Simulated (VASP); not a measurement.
# Co12H in VASP: single point with PBE+D3(BJ)

Aim: the single point of Co12H with PBE+D3(BJ).

All numbers are computed with VASP 6.6.1; they aren't measurements. Logs are shortened: lines on timing, memory, paths and dates and some standing lists are left out, and cuts for length are marked.

## Step 1: The cell of the first run

The cell holds a slab with vacuum, 13 atoms: a = 4.938 Å, b = 4.938 Å, c = 22.992 Å, α = 90.00°, β = 90.00°, γ = 120.00°.

## Step 2: Single point, PBE+D3(BJ), collinear spin, ferromagnetic start

Input file INCAR:

```
PREC = Accurate
ENCUT = 520
EDIFF = 1E-6
ISMEAR = 0
SIGMA = 0.1
LREAL = F
LASPH = T
NELM = 150
ALGO = Normal
ISIF = 2
LWAVE = F
LCHARG = T
ISPIN = 2
MAGMOM = 1.98 1.98 1.98 1.98 1.95 1.95 1.95 1.95 1.98 1.98 1.98 1.98 1
LORBIT = 11
LMAXMIX = 4
LDIPOL = T
IDIPOL = 3
DIPOL = 0.5 0.5 0.466
GGA = PE
IVDW = 12
LELF = T
LVHAR = T
LVACPOTAV = T
NBANDS = 70
```

Input file KPOINTS:

```
Automatic mesh
0
Gamma
  6 6 1
```

Input file POSCAR:

```
Co12H
1.0
    4.9377586768      0.0000000000      0.0000000000
   -2.4688793384      4.2762244519      0.0000000000
    0.0000000000      0.0000000000     22.9922077089
Co H
12 1
Direct
    0.1666666667      0.3333333333      0.3696904668
    0.1666666667      0.8333333333      0.3696904668
    0.6666666667      0.3333333333      0.3696904668
    0.6666666667      0.8333333333      0.3696904668
    0.3334450029      0.1665549971      0.4558464609
    0.3334450029      0.6668900059      0.4558464609
    0.8331099941      0.1665549971      0.4558464609
    0.8333333333      0.6666666667      0.4557458432
    0.1666666667      0.3333333333      0.5418637214
    0.1695492367      0.8347746184      0.5426298152
    0.6652253816      0.3304507633      0.5426298152
    0.6652253816      0.8347746184      0.5426298152
    0.8333333333      0.6666666667      0.5843708357
```

Potentials or basis: VASP PAW PBE potentials, release 64 (Co, H).

Run with:

```console
> cat potpaw_PBE.64/Co/POTCAR potpaw_PBE.64/H/POTCAR > POTCAR
> mpirun -np 1 vasp_std > vasp.out
```

OUTCAR:

```text
PREC = Accurate
   ENCUT = 520
   EDIFF = 1E-6
   ISMEAR = 0
   LREAL = F
   LASPH = T
   NELM = 150
   ISIF = 2
   ISPIN = 2
   LORBIT = 11
   GGA = PE
   IVDW = 12
 IVDW          = 12

 ion  position               nearest neighbor table
   1  0.167  0.333  0.370-   5 2.44   7 2.44   6 2.44   3 2.47   3 2.47   2 2.47   2 2.47   4 2.47
                             4 2.47
   2  0.167  0.833  0.370-   8 2.44   6 2.44   5 2.44   4 2.47   4 2.47   3 2.47   1 2.47   1 2.47
                             3 2.47
   3  0.667  0.333  0.370-   8 2.44   7 2.44   5 2.44   1 2.47   1 2.47   2 2.47   4 2.47   4 2.47
                             2 2.47
   4  0.667  0.833  0.370-   8 2.44   6 2.44   7 2.44   2 2.47   2 2.47   1 2.47   3 2.47   3 2.47
                             1 2.47
   5  0.333  0.167  0.456-   9 2.44   3 2.44   2 2.44   1 2.44  11 2.45  10 2.45   7 2.47   6 2.47
                             8 2.47   8 2.47   7 2.47   6 2.47
   6  0.333  0.667  0.456-   9 2.44   2 2.44   4 2.44   1 2.44  10 2.45  12 2.45   7 2.47   5 2.47
                             8 2.47   8 2.47   5 2.47   7 2.47
   7  0.833  0.167  0.456-   9 2.44   3 2.44   4 2.44   1 2.44  11 2.45  12 2.45   5 2.47   6 2.47
                             8 2.47   8 2.47   5 2.47   6 2.47
   8  0.833  0.667  0.456-   4 2.44   2 2.44   3 2.44  12 2.46  10 2.46  11 2.46   6 2.47   6 2.47
                             7 2.47   5 2.47   5 2.47   7 2.47
   9  0.167  0.333  0.542-   5 2.44   7 2.44   6 2.44  11 2.47  10 2.47  12 2.47  12 2.47  11 2.47
                            10 2.47
  10  0.170  0.835  0.543-  13 1.73  12 2.45  11 2.45   6 2.45   5 2.45   8 2.46   9 2.47   9 2.47
                            12 2.49  11 2.49
  11  0.665  0.330  0.543-  13 1.73  12 2.45  10 2.45   7 2.45   5 2.45   8 2.46   9 2.47   9 2.47
                            12 2.49  10 2.49
  12  0.665  0.835  0.543-  13 1.73  10 2.45  11 2.45   6 2.45   7 2.45   8 2.46   9 2.47   9 2.47
                            10 2.49  11 2.49
  13  0.833  0.667  0.584-  12 1.73  10 1.73  11 1.73

  LATTYP: Found a hexagonal cell.
 ALAT       =     4.9377586768
 C/A-ratio  =     4.6564057124

  Lattice vectors:

 A1 = (   4.9377586768,   0.0000000000,   0.0000000000)
 A2 = (  -2.4688793384,   4.2762244519,   0.0000000000)
 A3 = (   0.0000000000,   0.0000000000,  22.9922077089)

Analysis of symmetry for initial positions (statically):
=====================================================================
 Subroutine PRICEL returns:
 Original cell was already a primitive cell.

 Routine SETGRP: Setting up the symmetry group for a
 hexagonal supercell.

 Subroutine GETGRP returns: Found  6 space group operations
 (whereof  2 operations were pure point group operations)
 out of a pool of 24 trial point group operations.

The static configuration has the point symmetry C_1h.
 The point group associated with its full space group is C_3v.

Analysis of symmetry for dynamics (positions and initial velocities):
=====================================================================
 Subroutine PRICEL returns:
 Original cell was already a primitive cell.

 Routine SETGRP: Setting up the symmetry group for a
 hexagonal supercell.

 Subroutine GETGRP returns: Found  6 space group operations
 (whereof  2 operations were pure point group operations)
 out of a pool of 24 trial point group operations.

The dynamic configuration has the point symmetry C_1h.
 The point group associated with its full space group is C_3v.

Analysis of structural, dynamic, and magnetic symmetry:
=====================================================================
 Subroutine PRICEL returns:
 Original cell was already a primitive cell.

 Routine SETGRP: Setting up the symmetry group for a
 hexagonal supercell.

 Subroutine GETGRP returns: Found  6 space group operations
 (whereof  2 operations were pure point group operations)
 out of a pool of 24 trial point group operations.

The overall configuration has the point symmetry C_1h.
 The point group associated with its full space group is C_3v.

 Subroutine INISYM returns: Found  6 space group operations
 (whereof  2 operations are pure point group operations),
 and found     1 'primitive' translations

----------------------------------------------------------------------------------------

                                     Primitive cell

[... 103 lines left out ...]
   TEBEG  =    0.0;   TEEND  =   0.0 temperature during run
   PSTRESS=    0.0 pullay stress
   NELECT =     109.0000    total number of electrons
   NUPDOWN=      -1.0000    fix difference up-down
   EMIN   =  10.00;   EMAX   =-10.00  energy-range for DOS
   EFERMI =   0.00;   METHOD = LEGACY
   ISMEAR =     0;   SIGMA  =   0.10  broadening in eV -4-tet -1-fermi 0-gaus
   EFERMI_NEDOS =   21; number of points for ismear=-14 and -15
   IALGO  =     38    algorithm
   IMIX   =      4    mixing-type and parameters
     AMIX     =   0.40;   BMIX     =  1.00
     AMIX_MAG =   1.60;   BMIX_MAG =  1.00
  volume/ion in A,a.u.               =      37.34       252.01
  Fermi-wavevector in a.u.,A,eV,Ry     =   0.995008  1.880293 13.470330  0.990041
  Thomas-Fermi vector in A             =   2.126999
   LORBIT       =     11    0 simple, 1 ext, 2 COOP (PROOUT), +10 PAW based schemes
   GGA     = PE    functional components
   LHFCALC =     F    Hartree Fock is set to
   AEXX    =    0.0000 exact exchange contribution
   IVDW    =    12    specifies the selected vdW correction
   LEPSILON=     F    determine dielectric tensor
   LRPA    =     F    only Hartree local field effects (RPA)
 spin polarized calculation
 Gauss-broadening in eV      SIGMA  =   0.10
  energy-cutoff  :      520.00
  volume of cell :      485.48
 maximum number of plane-waves:     13118
 NGX is ok and might be reduce to    40
   NGX = 19   NGY = 19   NGZ = 85

 dipolmoment           0.000000      0.000000      0.495509 electrons x Angstroem

 number of electron     109.0000020 magnetization      20.2495318

 dipolmoment           0.000000      0.000000     -0.003801 electrons x Angstroem

 Free energy of the ion-electron system (eV)
  ---------------------------------------------------
  ext. energy  EPLUGINS =         0.00000000
  ---------------------------------------------------
  free energy    TOTEN  =       -82.65553488 eV

  energy without entropy =      -82.58152700  energy(sigma->0) =      -82.61853094

 E-fermi :  -0.7587     XC(G=0):  -4.4400

 val. band max:       -0.7712637692   @ k =   0.1667   0.1667   0.0000
 cond. band min:      -0.7521146915   @ k =   0.3333   0.0000   0.0000
 fundamental gap:      0.0191490777
 Fermi energy:        -0.7586668115

 spin component 1

 k-point     1 :       0.0000    0.0000    0.0000
  band No.  band energies     occupation
      1      -9.2989      1.00000
      2      -7.8549      1.00000
      3      -6.4405      1.00000
      4      -5.8855      1.00000
      5      -5.7554      1.00000
      6      -5.7554      1.00000
[... 472 lines left out ...]
     65      -1.1629      1.00000
     66      -1.1582      1.00000
 Fermi energy:        -0.7586668115

 spin component 2

 k-point     1 :       0.0000    0.0000    0.0000
  band No.  band energies     occupation
      1      -9.2545      1.00000
      2      -7.6789      1.00000
      3      -5.9195      1.00000
      4      -4.9159      1.00000
      5      -4.7603      1.00000
      6      -4.7510      1.00000
[... 472 lines left out ...]
     65       0.4853      0.00000
     66       0.4988      0.00000
 [bands above 66 left out]

------------------------ aborting loop because EDIFF is reached ----------------------------------------

 Edisp (eV)   -3.37956

 E8    (eV) :    -1.5449

  FORCE on cell =-STRESS in cart. coord.  units (eV):
  Direction    XX          YY          ZZ          XY          YZ          ZX
  --------------------------------------------------------------------------------------
  -------------------------------------------------------------------------------------
  Total      -5.13518    -5.13518    -0.70918     0.00000     0.00000     0.00000
  in kB     -16.94708   -16.94708    -2.34042     0.00000     0.00000     0.00000
  external pressure =      -12.08 kB  Pullay stress =        0.00 kB

 VOLUME and BASIS-vectors are now :
 -----------------------------------------------------------------------------
  energy-cutoff  :      520.00
  volume of cell :      485.48
      direct lattice vectors                 reciprocal lattice vectors
     4.937758677  0.000000000  0.000000000     0.202521035  0.116925574  0.000000000
    -2.468879338  4.276224452  0.000000000     0.000000000  0.233851149  0.000000000
     0.000000000  0.000000000 22.992207709     0.000000000  0.000000000  0.043492996

 POSITION                                       TOTAL-FORCE (eV/Angst)
 -----------------------------------------------------------------------------------
      0.00000      1.42541      8.50000         0.000000     -0.000000      0.110217
     -1.23444      3.56352      8.50000         0.006759      0.003902      0.021176
      2.46888      1.42541      8.50000         0.000000     -0.007804      0.021176
      1.23444      3.56352      8.50000        -0.006759      0.003902      0.021176
      1.23527      0.71223     10.48092        -0.008265      0.004772     -0.007328
     -0.00000      2.85177     10.48092         0.000000     -0.009544     -0.007328
      3.70249      0.71223     10.48092         0.008265      0.004772     -0.007328
      2.46888      2.85082     10.47860        -0.000000     -0.000000      0.009519
      0.00000      1.42541     12.45864        -0.000000     -0.000000     -0.025597
     -1.22376      3.56968     12.47626         0.014913      0.008610     -0.043196
      2.46888      1.41308     12.47626         0.000000     -0.017221     -0.043196
      1.22376      3.56968     12.47626        -0.014913      0.008610     -0.043196
      2.46888      2.85082     13.43598         0.000000     -0.000000     -0.006094
 -----------------------------------------------------------------------------------
    total drift:                               -0.000000      0.000001     -0.000732

  FREE ENERGIE OF THE ION-ELECTRON SYSTEM (eV)
  ---------------------------------------------------
  free  energy   TOTEN  =       -86.0350958761 eV

  energy  without entropy=      -85.9610879947  energy(sigma->0) =      -85.99809194

 vacuum level on the upper side and lower side of the slab         4.187         4.219

 total charge

# of ion       s       p       d       tot
------------------------------------------
    1        0.492   0.423   7.247   8.162
    2        0.491   0.422   7.248   8.160
    3        0.491   0.422   7.248   8.160
    4        0.491   0.422   7.248   8.160
    5        0.499   0.553   7.280   8.331
    6        0.499   0.553   7.280   8.331
    7        0.499   0.553   7.280   8.331
    8        0.499   0.543   7.280   8.322
    9        0.492   0.422   7.240   8.153
   10        0.483   0.476   7.270   8.229
   11        0.483   0.476   7.270   8.229
   12        0.483   0.476   7.270   8.229
   13        0.526   0.022   0.000   0.548
--------------------------------------------------
tot          6.429   5.760  87.161  99.350

 magnetization (x)

# of ion       s       p       d       tot
------------------------------------------
    1       -0.009  -0.042   1.770   1.719
    2       -0.010  -0.040   1.785   1.735
    3       -0.010  -0.040   1.785   1.735
    4       -0.010  -0.040   1.785   1.735
    5       -0.013  -0.050   1.758   1.695
    6       -0.013  -0.050   1.758   1.695
    7       -0.013  -0.050   1.758   1.695
    8       -0.013  -0.051   1.789   1.724
    9       -0.009  -0.038   1.833   1.787
   10       -0.008  -0.033   1.670   1.629
   11       -0.008  -0.033   1.670   1.629
   12       -0.008  -0.033   1.670   1.629
   13       -0.018   0.001   0.000  -0.017
--------------------------------------------------
tot         -0.143  -0.498  21.031  20.390
```

It took 49 min on 1 thread of Oxide Virtual Turin-like, shared host; peak memory 0.96 GiB.

Results:

```yaml
Free_energy: -86.0351 eV
Largest_force: 0.110 eV/Å
Net_moment: 20.25 μB per cell
Site_moments: Co +1.72, +1.74, +1.70, +1.79, +1.63 (each value once); H -0.02 μB
Valence_electrons_inside_the_program's_atomic_spheres: Co 8.16, 8.33, 8.32, 8.15, 8.23 (each value once); H 0.55
Dispersion_energy_per_atom: -0.260 eV
```

Forces in eV/Å, atoms in the order of the input:
```
Co   0.000  0.000  0.110
Co   0.007  0.004  0.021
Co   0.000 -0.008  0.021
Co  -0.007  0.004  0.021
Co  -0.008  0.005 -0.007
Co   0.000 -0.010 -0.007
Co   0.008  0.005 -0.007
Co   0.000  0.000  0.010
Co   0.000  0.000 -0.026
Co   0.015  0.009 -0.043
Co   0.000 -0.017 -0.043
Co  -0.015  0.009 -0.043
H    0.000  0.000 -0.006
```

Levels at points of the mesh, in eV from the Fermi level:
Spin up:
```csv
k point,band 61,band 62,band 63,band 64,band 65,band 66,band 67,band 68
"(0.00, 0.00, 0.00)",-0.49,-0.48,-0.48,-0.29,0.71,1.18,1.18,1.50
"(0.50, 0.00, 0.00)",-0.85,-0.84,-0.64,-0.64,0.50,1.21,1.35,1.35
```
Spin down:
```tsv
k point	band 43	band 44	band 45	band 46	band 47	band 48
(0.00, 0.00, 0.00)	0.12	0.19	0.19	0.51	0.61	0.61
(0.50, 0.00, 0.00)	-0.19	-0.17	-0.13	-0.06	0.17	0.22
```
